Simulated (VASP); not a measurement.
Crystal: Ir.

```
Ir
1.0
     0.00000    1.94171    1.94171
     1.94171    0.00000    1.94171
     1.94171    1.94171    0.00000
Ir
1
Direct
  0.00000 0.00000 0.00000
```

Base run:

* Program: VASP 6.6.1
* Functional: revPBE
* Potentials or basis: VASP PAW PBE potentials, release 64 (Ir)
* Cutoff: 520 eV
* k mesh: 23 × 23 × 23
* Occupations: fermi-dirac, width 0.1 eV
* Spin: no spin polarisation

Its results: pressure 0.2 GPa.

Problem. The run is repeated on the same cell with these changes: k mesh from 23 × 23 × 23 to 7 × 7 × 7; further incar settings from ALGO = Normal; EDIFF = 1e-06; NBANDS = 10 to ALGO = Normal; EDIFF = 1e-07; NBANDS = 10. What comes out?

Solution. Pressure -1.0 GPa.

Caveats: some runs use coarse meshes; the PAW data sets were made with another functional, which shifts forces and pressure a little.
